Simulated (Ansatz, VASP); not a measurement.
## W: VASP beside Ansatz

```
W
1.0
     2.55515    0.00000    0.00000
     0.00000    2.55515    0.00000
     0.00000    0.00000    2.55515
W
1
Cartesian
  0.0000 0.0000 0.0000
```

Alike in both runs: task single point; functional PBEsol; k mesh 8 × 8 × 8; occupations gaussian, width 0.1 eV; no spin polarisation.

```csv
,VASP,Ansatz
version,VASP 6.6.1,Ansatz 0.2.0
potentials or method,"VASP PAW PBE potentials, release 64 (W_sv), cutoff 500 eV","scalar-relativistic, plane waves, PAW"
valence electrons in the cell,14,14
```

```csv
,VASP,Ansatz,Ansatz less VASP
gap on the k mesh at the Fermi level (eV),none,none,-
pressure (GPa),19.6,18.5,-1.13
```

VASP's potentials were made for PBE, not for PBEsol. A gap of «none» marks a metal or a gap that the smearing closes. With one functional, cell and mesh, what is left measures potentials, basis and numerics.

Neither program's run includes spin-orbit coupling.
